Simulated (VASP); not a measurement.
# MgO: single point with LDA

MgO:

```
Mg O
1.0
     0.00000    2.11199    2.11199
     2.11199    0.00000    2.11199
     2.11199    2.11199    0.00000
Mg O
1 1
Direct
  0.00000 0.00000 0.00000
  0.50000 0.50000 0.50000
```

| Property | Result |
| --- | --- |
| Program | VASP 6.6.1 |
| Task | single point |
| Functional | LDA |
| Potentials or basis | VASP PAW LDA potentials, release 64 (Mg, O) |
| Cutoff | 520 eV |
| k mesh | 6 × 6 × 6 |
| Occupations | gaussian, width 0.01 eV |
| Spin | no spin polarisation |

```
Pressure               : -8.9 GPa
Band gap on the k mesh : 4.57 eV, direct
```

Levels at points of the mesh, in eV from the valence-band top:
| k point | band 1 | band 2 | band 3 | band 4 | band 5 | band 6 | band 7 | band 8 |
| --- | --- | --- | --- | --- | --- | --- | --- | --- |
| (0.00, 0.00, 0.00) | -16.96 | 0.00 | 0.00 | 0.00 | 4.57 | 15.48 | 15.48 | 15.48 |
| (0.50, 0.00, 0.00) | -15.63 | -4.66 | -0.66 | -0.66 | 7.68 | 12.30 | 15.91 | 15.91 |
| (0.50, 0.50, 0.00) | -15.36 | -4.12 | -1.36 | -1.36 | 8.88 | 9.61 | 12.80 | 18.51 |

Wall time 7.7 s on 1 thread of Intel Xeon 6975P-C (shared host), peak memory 0.1 GiB.

Caveat: the k points lie up to 0.43 Å⁻¹ apart. A hybrid or GW would open this gap; LDA tends to underestimate it.
